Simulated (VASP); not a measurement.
# KF (P6_3/mmc) in VASP: further runs

Aim: see how the results for KF move with the level of theory and the settings. Levels: PBE, LDA, r2SCAN. Tasks: single point.

All numbers are computed with VASP 6.6.1; they aren't measurements. Logs are shortened: lines on timing, memory, paths and dates and some standing lists are left out, and cuts for length are marked.

### 1 The cell of the first run

The structure is hexagonal, space group P6_3/mmc (No. 194). The conventional cell has a = 3.660 Å, b = 3.660 Å, c = 6.479 Å, α = 90.00°, β = 90.00°, γ = 120.00°. Within 3.5 Å of K (site symmetry -3m) lie 6 F at 2.66 Å and 2 K at 3.24 Å. F (site symmetry -6m2) has 6 K at 2.66 Å within 3.5 Å.

### 2 Single point, PBE

Input file INCAR:

```
SYSTEM = KF
PREC = Accurate
ENCUT = 520
EDIFF = 1E-7
ISMEAR = 0
SIGMA = 0.01
LREAL = .False.
LASPH = .True.
NELM = 100
ALGO = Normal
ISIF = 2
LWAVE = .False.
LCHARG = .False.
GGA = PE
NBANDS = 24
```

Input file KPOINTS:

```
Automatic mesh
0
Gamma
  6 6 2
  0 0 0
```

Input file POSCAR:

```
KF
1.0
    3.6599347855      0.0000000000      0.0000000000
   -1.8299673927      3.1695965005      0.0000000000
    0.0000000000      0.0000000000      6.4788134942
K F
2 2
Direct
    0.0000000000      0.0000000000      0.0000000000
    0.0000000000      0.0000000000      0.5000000000
    0.3333333333      0.6666666667      0.2500000000
    0.6666666667      0.3333333333      0.7500000000
```

Potentials or basis: VASP PAW PBE potentials, release 64 (K_sv, F).

The run is started by

```sh
cat potpaw_PBE.64/K_sv/POTCAR potpaw_PBE.64/F/POTCAR > POTCAR
mpirun -np 1 vasp_std > vasp.out
```

OUTCAR:

```text
SYSTEM = KF
   PREC = Accurate
   ENCUT = 520
   EDIFF = 1E-7
   ISMEAR = 0
   LREAL = .False.
   LASPH = .True.
   NELM = 100
   ISIF = 2
   GGA = PE

 ion  position               nearest neighbor table
   1  0.000  0.000  0.000-   3 2.66   4 2.66   4 2.66   3 2.66   4 2.66   3 2.66   2 3.24   2 3.24

   2  0.000  0.000  0.500-   3 2.66   4 2.66   4 2.66   3 2.66   4 2.66   3 2.66   1 3.24   1 3.24

   3  0.333  0.667  0.250-   1 2.66   2 2.66   1 2.66   2 2.66   1 2.66   2 2.66
   4  0.667  0.333  0.750-   1 2.66   2 2.66   1 2.66   2 2.66   1 2.66   2 2.66

  LATTYP: Found a hexagonal cell.
 ALAT       =     3.6599347855
 C/A-ratio  =     1.7701991631

  Lattice vectors:

 A1 = (   3.6599347855,   0.0000000000,   0.0000000000)
 A2 = (  -1.8299673927,   3.1695965005,   0.0000000000)
 A3 = (   0.0000000000,   0.0000000000,   6.4788134942)

Analysis of symmetry for initial positions (statically):
=====================================================================
 Subroutine PRICEL returns:
 Original cell was already a primitive cell.

 Routine SETGRP: Setting up the symmetry group for a
 hexagonal supercell.

 Subroutine GETGRP returns: Found 24 space group operations
 (whereof 12 operations were pure point group operations)
 out of a pool of 24 trial point group operations.

The static configuration has the point symmetry D_3d.
 The point group associated with its full space group is D_6h.

Analysis of symmetry for dynamics (positions and initial velocities):
=====================================================================
 Subroutine PRICEL returns:
 Original cell was already a primitive cell.

 Routine SETGRP: Setting up the symmetry group for a
 hexagonal supercell.

 Subroutine GETGRP returns: Found 24 space group operations
 (whereof 12 operations were pure point group operations)
 out of a pool of 24 trial point group operations.

The dynamic configuration has the point symmetry D_3d.
 The point group associated with its full space group is D_6h.

 Subroutine INISYM returns: Found 24 space group operations
 (whereof 12 operations are pure point group operations),
 and found     1 'primitive' translations

----------------------------------------------------------------------------------------

                                     Primitive cell

  volume of cell :      75.1576

  direct lattice vectors                    reciprocal lattice vectors
     3.659934785  0.000000000  0.000000000     0.273228912  0.157748786  0.000000000
    -1.829967393  3.169596500  0.000000000     0.000000000  0.315497572  0.000000000
     0.000000000  0.000000000  6.478813494     0.000000000  0.000000000  0.154349249

  length of vectors
     3.659934785  3.659934786  6.478813494     0.315497572  0.315497572  0.154349249

  position of ions in fractional coordinates (direct lattice)
     0.000000000  0.000000000  0.000000000
     0.000000000  0.000000000  0.500000000
     0.333333333  0.666666667  0.250000000
     0.666666667  0.333333333  0.750000000

  ion indices of the primitive-cell ions
   primitive index   ion index
                 1           1
                 2           2
                 3           3
                 4           4

----------------------------------------------------------------------------------------

 KPOINTS: Automatic mesh

Automatic generation of k-mesh.
 Grid dimensions read from file:
 generate k-points for:    6    6    2

 Generating k-lattice:

  Cartesian coordinates                     Fractional coordinates (reciprocal lattice)
     0.045538152  0.026291464  0.000000000     0.166666667  0.000000000  0.000000000
     0.000000000  0.052582929  0.000000000     0.000000000  0.166666667  0.000000000
     0.000000000  0.000000000  0.077174625     0.000000000  0.000000000  0.500000000

  Length of vectors
     0.052582929  0.052582929  0.077174625

  Shift w.r.t. Gamma in fractional coordinates (k-lattice)
     0.000000000  0.000000000  0.000000000

 Subroutine IBZKPT returns following result:
 ===========================================

 Found     14 irreducible k-points:

 Following reciprocal coordinates:
            Coordinates               Weight
  0.000000  0.000000  0.000000      1.000000
  0.166667  0.000000  0.000000      6.000000
  0.333333  0.000000  0.000000      6.000000
  0.500000  0.000000  0.000000      3.000000
  0.166667  0.166667  0.000000      6.000000
  0.333333  0.166667  0.000000     12.000000
  0.333333  0.333333  0.000000      2.000000
  0.000000  0.000000  0.500000      1.000000
  0.166667  0.000000  0.500000      6.000000
  0.333333  0.000000  0.500000      6.000000
  0.500000  0.000000  0.500000      3.000000
  0.166667  0.166667  0.500000      6.000000
  0.333333  0.166667  0.500000     12.000000
  0.333333  0.333333  0.500000      2.000000
   k-points           NKPTS =     14   k-points in BZ     NKDIM =     14   number of bands    NBANDS=     24
   number of dos      NEDOS =    301   number of ions     NIONS =      4
   total plane-waves  NPLWV =  37632
   dimension x,y,z NGX =    28 NGY =   28 NGZ =   48
   dimension x,y,z NGXF=    56 NGYF=   56 NGZF=   96
   ions per type =               2   2
   NGX,Y,Z   is equivalent  to a cutoff of  12.72, 12.72, 12.32 a.u.
   NGXF,Y,Z  is equivalent  to a cutoff of  25.44, 25.44, 24.63 a.u.
 SYSTEM =  KF
   PREC   = accura    normal or accurate (medium, high low for compatibility)
   ISTART =      0    job   : 0-new  1-cont  2-samecut
   ICHARG =      2    charge: 1-file 2-atom 10-const
   ISPIN  =      1    spin polarized calculation?
   LNONCOLLINEAR =      F non collinear calculations
   LSORBIT =      F    spin-orbit coupling
   LASPH  =      T    aspherical Exc in radial PAW
   ENCUT  =  520.0 eV  38.22 Ry    6.18 a.u.   6.81  6.81 12.05*2*pi/ulx,y,z
   NELM   =    100;   NELMIN=  2; NELMDL= -5     # of ELM steps
   EDIFF  = 0.1E-06   stopping-criterion for ELM
   LREAL  =      F    real-space projection
   EDIFFG = 0.1E-05   stopping-criterion for IOM
   NSW    =      0    number of steps for IOM
   IBRION =     -1    ionic relax: 0-MD 1-quasi-New 2-CG
   NFREE  =      0    steps in history (QN), initial steepest desc. (CG)
   ISIF   =      2    stress and relaxation
   ISYM   =      2    0-nonsym 1-usesym 2-fastsym
   POTIM  = 0.5000    time-step for ionic-motion
   TEBEG  =    0.0;   TEEND  =   0.0 temperature during run
   PSTRESS=    0.0 pullay stress
   NELECT =      32.0000    total number of electrons
   NUPDOWN=      -1.0000    fix difference up-down
   EMIN   =  10.00;   EMAX   =-10.00  energy-range for DOS
   EFERMI =   0.00;   METHOD = LEGACY
   ISMEAR =     0;   SIGMA  =   0.01  broadening in eV -4-tet -1-fermi 0-gaus
   EFERMI_NEDOS =   21; number of points for ismear=-14 and -15
   IALGO  =     38    algorithm
   IMIX   =      4    mixing-type and parameters
     AMIX     =   0.40;   BMIX     =  1.00
     AMIX_MAG =   1.60;   BMIX_MAG =  1.00
  volume/ion in A,a.u.               =      18.79       126.80
  Fermi-wavevector in a.u.,A,eV,Ry     =   1.231593  2.327373 20.637608  1.516821
  Thomas-Fermi vector in A             =   2.366396
   LORBIT       =      0    0 simple, 1 ext, 2 COOP (PROOUT), +10 PAW based schemes
   GGA     = PE    functional components
   LHFCALC =     F    Hartree Fock is set to
   AEXX    =    0.0000 exact exchange contribution
   IVDW    =     0    specifies the selected vdW correction
   LEPSILON=     F    determine dielectric tensor
   LRPA    =     F    only Hartree local field effects (RPA)
 non-spin polarized calculation
 Gauss-broadening in eV      SIGMA  =   0.01
  energy-cutoff  :      520.00
  volume of cell :       75.16
 maximum number of plane-waves:      2040
 NGX is ok and might be reduce to    28
   NGX = 13   NGY = 13   NGZ = 25

 number of electron      32.0000001 magnetization

 Free energy of the ion-electron system (eV)
  ---------------------------------------------------
  ext. energy  EPLUGINS =         0.00000000
  ---------------------------------------------------
  free energy    TOTEN  =       -16.40178961 eV

  energy without entropy =      -16.40178961  energy(sigma->0) =      -16.40178961

 E-fermi :  -2.6341     XC(G=0):  -8.4745

 val. band max:       -2.7102697849   @ k =   0.0000   0.0000   0.0000
 cond. band min:       3.4767148245   @ k =   0.0000   0.0000   0.0000
 fundamental gap:      6.1869846094
 Fermi energy:        -2.6341371913

 k-point     1 :       0.0000    0.0000    0.0000
  band No.  band energies     occupation
      1     -29.0270      2.00000
      2     -28.8837      2.00000
      3     -21.5252      2.00000
      4     -21.4108      2.00000
      5     -12.6996      2.00000
      6     -12.2631      2.00000
[... 16 lines left out ...]
     23       8.6612      0.00000
     24       8.6612      0.00000

 k-point     2 :       0.1667    0.0000    0.0000
  band No.  band energies     occupation
      1     -29.0045      2.00000
      2     -28.8682      2.00000
      3     -21.5042      2.00000
      4     -21.4277      2.00000
      5     -12.7470      2.00000
      6     -12.3468      2.00000
[... 16 lines left out ...]
     23       8.9485      0.00000
     24       9.1688      0.00000

 k-point     3 :       0.3333    0.0000    0.0000
  band No.  band energies     occupation
      1     -28.9589      2.00000
      2     -28.8370      2.00000
      3     -21.4817      2.00000
      4     -21.4424      2.00000
      5     -12.8534      2.00000
      6     -12.5616      2.00000
[... 16 lines left out ...]
     23       9.3202      0.00000
     24      10.5041      0.00000
[... 244 lines left out ...]
 k-point    13 :       0.3333    0.1667    0.5000
  band No.  band energies     occupation
      1     -28.8792      2.00000
      2     -28.8792      2.00000
      3     -21.4597      2.00000
      4     -21.4597      2.00000
      5     -12.6198      2.00000
      6     -12.6198      2.00000
[... 16 lines left out ...]
     23       9.5348      0.00000
     24       9.5348      0.00000

 k-point    14 :       0.3333    0.3333    0.5000
  band No.  band energies     occupation
      1     -28.8694      2.00000
      2     -28.8694      2.00000
      3     -21.4587      2.00000
      4     -21.4587      2.00000
      5     -12.6248      2.00000
      6     -12.6248      2.00000
[... 16 lines left out ...]
     23       9.1443      0.00000
     24       9.1443      0.00000

------------------------ aborting loop because EDIFF is reached ----------------------------------------

  FORCE on cell =-STRESS in cart. coord.  units (eV):
  Direction    XX          YY          ZZ          XY          YZ          ZX
  --------------------------------------------------------------------------------------
  -------------------------------------------------------------------------------------
  Total        0.9253867      0.9253867      1.0480216      0.0000000      0.0000000     -0.0000000
  in kB       19.7270000     19.7270000     22.3412776      0.0000000      0.0000000     -0.0000000
  external PRESSURE =      20.5984258 kB  Pullay stress =       0.0000000 kB

 VOLUME and BASIS-vectors are now :
 -----------------------------------------------------------------------------
  energy-cutoff  :      520.00
  volume of cell :       75.16
      direct lattice vectors                 reciprocal lattice vectors
     3.659934785  0.000000000  0.000000000     0.273228912  0.157748786  0.000000000
    -1.829967393  3.169596500  0.000000000     0.000000000  0.315497572  0.000000000
     0.000000000  0.000000000  6.478813494     0.000000000  0.000000000  0.154349249

 POSITION                                       TOTAL-FORCE (eV/Angst)
 -----------------------------------------------------------------------------------
      0.00000      0.00000      0.00000         0.000000      0.000000      0.000000
      0.00000      0.00000      3.23941        -0.000000      0.000000      0.000000
     -0.00000      2.11306      1.61970         0.000000      0.000000     -0.000000
      1.82997      1.05653      4.85911        -0.000000     -0.000000      0.000000
 -----------------------------------------------------------------------------------
    total drift:                                0.000000     -0.000000      0.000000

  FREE ENERGIE OF THE ION-ELECTRON SYSTEM (eV)
  ---------------------------------------------------
  free  energy   TOTEN  =       -16.4017896098 eV

  energy  without entropy=      -16.4017896098  energy(sigma->0) =      -16.40178961
```

Wall time 52 s (1 thread of AMD EPYC 7R13 (Zen 3), shared host); peak memory 0.16 GiB.

What came out:

```yaml
Free_energy: -16.4018 eV
Pressure: 2.1 GPa
Band_gap_on_the_k_mesh: 6.19 eV, direct
```

Caveat: the k points lie up to 0.48 Å⁻¹ apart.

### 3 Single point, PBE

Input file INCAR:

```
PREC = Accurate ; ENCUT = 520
EDIFF = 1E-6 ; ISMEAR = 0
SIGMA = 0.01 ; LREAL = F
LASPH = T ; NELM = 60
ALGO = Normal ; ISIF = 2
LWAVE = F ; LCHARG = F
GGA = PE ; NBANDS = 24
```

Input file KPOINTS:

```
regular mesh
0
Gamma
  6 6 2
```

POSCAR is that of step 2.

Potentials or basis: VASP PAW PBE potentials, release 64 (K_sv, F).

The run is started by

```sh
cat potpaw_PBE.64/K_sv/POTCAR potpaw_PBE.64/F/POTCAR > POTCAR
mpirun -np 1 vasp_std > vasp.out
```

Run time: 33 s. Hardware: 1 thread of AMD EPYC 7R13 (Zen 3), shared host; peak memory 0.15 GiB.

Results (log left out):

| Quantity | Value |
| --- | --- |
| Free energy | -16.4018 eV |
| Pressure | 2.0 GPa |
| Band gap on the k mesh | 6.19 eV, direct |

Stress tensor (GPa, compression positive):
```
1.93 0.00 0.00
0.00 1.93 0.00
0.00 0.00 2.19
```

Levels at points of the mesh, in eV from the valence-band top:
| k point | band 12 | band 13 | band 14 | band 15 | band 16 | band 17 | band 18 | band 19 | band 20 | band 21 |
| --- | --- | --- | --- | --- | --- | --- | --- | --- | --- | --- |
| (0.00, 0.00, 0.00) | -0.29 | -0.29 | -0.08 | 0.00 | 0.00 | 6.19 | 9.06 | 9.41 | 10.37 | 11.04 |
| (0.50, 0.00, 0.00) | -0.51 | -0.36 | -0.25 | -0.14 | -0.06 | 8.23 | 9.77 | 9.86 | 10.32 | 10.43 |
| (0.00, 0.00, 0.50) | -0.49 | -0.15 | -0.15 | -0.15 | -0.15 | 7.51 | 7.51 | 10.17 | 10.17 | 11.41 |
| (0.50, 0.00, 0.50) | -0.55 | -0.31 | -0.31 | -0.20 | -0.20 | 8.86 | 8.86 | 10.54 | 10.54 | 11.73 |

Caveat: the k points lie up to 0.48 Å⁻¹ apart.

(Part 1 of 2 ends here.)
